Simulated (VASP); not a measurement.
Here is a VASP 6.6.1 calculation.

INCAR

```
SYSTEM = Mo
  PREC = Accurate
  ENCUT = 520
  EDIFF = 1E-6
  ISMEAR = 0
  SIGMA = 0.15
  LREAL = .False.
  LASPH = .True.
  NELM = 80
  ALGO = Fast
  ISIF = 2
  LWAVE = .False.
  LCHARG = .False.
  GGA = PS
  NBANDS = 13
```

KPOINTS

```
Automatic mesh
0
Gamma
  26 26 26
  0 0 0
```

Contents of POSCAR:

```
Mo
1.0
   -1.5255370914      1.5255370914      1.6428860985
    1.5255370914     -1.5255370914      1.6428860985
    1.5255370914      1.5255370914     -1.6428860985
Mo
1
Direct
    0.0000000000      0.0000000000      0.0000000000
```

Potentials or basis: VASP PAW PBE potentials, release 64 (Mo_sv).

Run with:

```sh
$ cat potpaw_PBE.64/Mo_sv/POTCAR > POTCAR
$ mpirun -np 1 vasp_std > vasp.out
```

(1) What does it give for the band gap on the k mesh?

(2) What does it give for the pressure?

## Answers

(1) zero (bands 7 and 8 overlap by 4.97 eV).

(2) 1.9 GPa.

Caveat: the cell differs from its parent crystal (strain -0.025 along x and y, +0.050 along z); the stress differs along the axes, from -13 to 9 GPa; the PAW data sets were made with another functional, which shifts forces and pressure a little.
